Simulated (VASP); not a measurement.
# Co (P-3m1) in VASP: further runs, part 2 of 2

VASP 6.6.1. Earlier steps stand in the parts before.

**3. Single point, PBEsol, collinear spin, ferromagnetic start (strain -0.030 along x and y, +0.015 along z)**

INCAR

```
SYSTEM = Co
ALGO     = Fast           ! electronic algorithm
EDIFF    = 1E-6           ! SCF threshold, eV
ENCUT    = 520            ! plane-wave cutoff, eV
GGA      = PS             ! functional
ISIF     = 2              ! what is computed and relaxed
ISMEAR   = 0              ! smearing method
ISPIN    = 2              ! spin polarisation
LASPH    = .TRUE.         ! aspherical terms in the spheres
LCHARG   = .FALSE.        ! write CHGCAR
LMAXMIX  = 4              ! l up to which the mixer works
LORBIT   = 11             ! projections on sites
LREAL    = .FALSE.        ! projectors in reciprocal space
LWAVE    = .FALSE.        ! write WAVECAR
MAGMOM   = 1.91 1.91      ! initial moments
NBANDS   = 20             ! bands
NELM     = 150            ! most SCF steps
PREC     = Accurate       ! precision mode
SIGMA    = 0.15           ! smearing width, eV
```

KPOINTS

```
k-points
0
G
  24 24 12
  0 0 0
```

POSCAR

```
Co
1.0
    2.4127439276      0.0000000000      0.0000000000
   -1.2063719638      2.0894975341      0.0000000000
    0.0000000000      0.0000000000      4.1242388460
Co
2
Direct
    0.6666666667      0.3333333333      0.2598610000
    0.3333333333      0.6666666667      0.7401390000
```

Potentials or basis: VASP PAW PBE potentials, release 64 (Co).

Launch:

```bash
$ cat potpaw_PBE.64/Co/POTCAR > POTCAR
$ mpirun -np 1 vasp_std > vasp.out
```

OUTCAR:

```text
SYSTEM = Co
   EDIFF = 1E-6
   ENCUT = 520
   GGA = PS
   ISIF = 2
   ISMEAR = 0
   ISPIN = 2
   LASPH = .TRUE.
   LORBIT = 11
   LREAL = .FALSE.
   NELM = 150
   PREC = Accurate

 ion  position               nearest neighbor table
   1  0.667  0.333  0.260-   2 2.42   2 2.42   2 2.42   2 2.56   2 2.56   2 2.56
   2  0.333  0.667  0.740-   1 2.42   1 2.42   1 2.42   1 2.56   1 2.56   1 2.56

  LATTYP: Found a hexagonal cell.
 ALAT       =     2.4127439276
 C/A-ratio  =     1.7093562225

  Lattice vectors:

 A1 = (   2.4127439276,   0.0000000000,   0.0000000000)
 A2 = (  -1.2063719638,   2.0894975341,   0.0000000000)
 A3 = (   0.0000000000,   0.0000000000,   4.1242388460)

Analysis of symmetry for initial positions (statically):
=====================================================================
 Subroutine PRICEL returns:
 Original cell was already a primitive cell.

 Routine SETGRP: Setting up the symmetry group for a
 hexagonal supercell.

 Subroutine GETGRP returns: Found 12 space group operations
 (whereof 12 operations were pure point group operations)
 out of a pool of 24 trial point group operations.

The static configuration has the point symmetry D_3d.

Analysis of symmetry for dynamics (positions and initial velocities):
=====================================================================
 Subroutine PRICEL returns:
 Original cell was already a primitive cell.

 Routine SETGRP: Setting up the symmetry group for a
 hexagonal supercell.

 Subroutine GETGRP returns: Found 12 space group operations
 (whereof 12 operations were pure point group operations)
 out of a pool of 24 trial point group operations.

The dynamic configuration has the point symmetry D_3d.

Analysis of structural, dynamic, and magnetic symmetry:
=====================================================================
 Subroutine PRICEL returns:
 Original cell was already a primitive cell.

[... 151 lines left out ...]
  ext. energy  EPLUGINS =         0.00000000
  ---------------------------------------------------
  free energy    TOTEN  =       -15.41929519 eV

  energy without entropy =      -15.39949567  energy(sigma->0) =      -15.40939543

 E-fermi :  10.7314     XC(G=0): -13.8277

 val. band max:       10.7312829021   @ k =  -0.2500  -0.4167   0.4167
 cond. band min:      10.7316817292   @ k =   0.2500   0.0417   0.4167
 fundamental gap:      0.0003988271
 Fermi energy:        10.7313997818

 spin component 1

 k-point     1 :       0.0000    0.0000    0.0000
  band No.  band energies     occupation
      1       1.4568      1.00000
      2       5.2530      1.00000
      3       7.7467      1.00000
      4       8.0710      1.00000
      5       8.0710      1.00000
      6       8.3459      1.00000
[... 541 lines left out ...]
     19      34.7141      0.00000
     20      36.1217      0.00000

 [... further k-points ...]

 spin component 2

 k-point     1 :       0.0000    0.0000    0.0000
  band No.  band energies     occupation
      1       1.5356      1.00000
      2       6.1454      1.00000
      3       9.2472      1.00000
      4       9.6506      1.00000
      5       9.6506      1.00000
      6       9.9507      1.00000
[... 541 lines left out ...]
     19      35.1778      0.00000
     20      36.4650      0.00000

 [... further k-points ...]

------------------------ aborting loop because EDIFF is reached ----------------------------------------

  FORCE on cell =-STRESS in cart. coord.  units (eV):
  Direction    XX          YY          ZZ          XY          YZ          ZX
  --------------------------------------------------------------------------------------
  -------------------------------------------------------------------------------------
  Total        0.8146150      0.8146150     -1.4229165      0.0000000      0.0000000      0.0000000
  in kB       62.7720183     62.7720183   -109.6460772      0.0000000      0.0000000      0.0000000
  external PRESSURE =       5.2993198 kB  Pullay stress =       0.0000000 kB

 VOLUME and BASIS-vectors are now :
 -----------------------------------------------------------------------------
  energy-cutoff  :      520.00
  volume of cell :       20.79
      direct lattice vectors                 reciprocal lattice vectors
     2.412743928  0.000000000  0.000000000     0.414465865  0.239291979  0.000000000
    -1.206371964  2.089497534  0.000000000     0.000000000  0.478583958  0.000000000
     0.000000000  0.000000000  4.124238846     0.000000000  0.000000000  0.242468983

 POSITION                                       TOTAL-FORCE (eV/Angst)
 -----------------------------------------------------------------------------------
      1.20637      0.69650      1.07173         0.000000      0.000000     -0.463031
     -0.00000      1.39300      3.05251        -0.000000     -0.000000      0.463031
 -----------------------------------------------------------------------------------
    total drift:                                0.000000     -0.000000     -0.000000

  FREE ENERGIE OF THE ION-ELECTRON SYSTEM (eV)
  ---------------------------------------------------
  free  energy   TOTEN  =       -15.4192951942 eV

  energy  without entropy=      -15.3994956682  energy(sigma->0) =      -15.40939543

 total charge

# of ion       s       p       d       tot
------------------------------------------
    1        0.511   0.567   7.291   8.368
    2        0.511   0.567   7.291   8.368
--------------------------------------------------
tot          1.021   1.133  14.582  16.737

 magnetization (x)

# of ion       s       p       d       tot
------------------------------------------
    1       -0.014  -0.049   1.655   1.592
    2       -0.014  -0.049   1.655   1.592
--------------------------------------------------
tot         -0.028  -0.098   3.310   3.184
```

OSZICAR:

```text
N       E                     dE             d eps       ncg     rms          rms(c)
DAV:   1     0.832810183126E+02    0.83281E+02   -0.79008E+03 56428   0.120E+03
DAV:   2    -0.133211930525E+02   -0.96602E+02   -0.86861E+02 54032   0.218E+02
DAV:   3    -0.178153889644E+02   -0.44942E+01   -0.43073E+01 60396   0.566E+01
DAV:   4    -0.178828621430E+02   -0.67473E-01   -0.67422E-01 65764   0.612E+00
DAV:   5    -0.178847670571E+02   -0.19049E-02   -0.19048E-02 62208   0.978E-01    0.166E+01
RMM:   6    -0.158475719818E+02    0.20372E+01   -0.76134E+00 63771   0.296E+01    0.736E+00
RMM:   7    -0.154769976375E+02    0.37057E+00   -0.80256E-01 63441   0.102E+01    0.444E+00
RMM:   8    -0.154357395854E+02    0.41258E-01   -0.29544E-02 74894   0.104E+00    0.183E+00
RMM:   9    -0.154201742279E+02    0.15565E-01   -0.89910E-03 79242   0.491E-01    0.497E-01
RMM:  10    -0.154193481690E+02    0.82606E-03   -0.15840E-03 75186   0.357E-01    0.136E-01
RMM:  11    -0.154193026208E+02    0.45548E-04   -0.65947E-04 86389   0.131E-01    0.617E-02
RMM:  12    -0.154193017024E+02    0.91848E-06   -0.66079E-05 82781   0.500E-02    0.420E-02
RMM:  13    -0.154192972422E+02    0.44602E-05   -0.16747E-05 78928   0.359E-02    0.957E-03
RMM:  14    -0.154192948719E+02    0.23703E-05   -0.58366E-06 74013   0.197E-02    0.405E-03
RMM:  15    -0.154192951942E+02   -0.32229E-06   -0.21539E-06 47752   0.811E-03
   1 F= -.15419295E+02 E0= -.15409395E+02  d E =-.197995E-01  mag=     3.1740
```

It took 3.7 min on 1 thread of Intel Xeon 6975P-C (Granite Rapids), shared host; peak memory 0.46 GiB.

Results:

```yaml
Free_energy: -15.4193 eV
Pressure: 0.5 GPa
Largest_force: 0.463 eV/Å
Net_moment: 3.17 μB per cell
Site_moments: Co +1.59 μB
Valence_electrons_inside_the_program's_atomic_spheres: Co 8.37
```

Forces in eV/Å, atoms in the order of the input:
```
Co   0.000  0.000 -0.463
Co   0.000  0.000  0.463
```

Caveat: the cell differs from its parent crystal (strain -0.030 along x and y, +0.015 along z); the PAW data sets were made with another functional, which shifts forces and pressure a little.
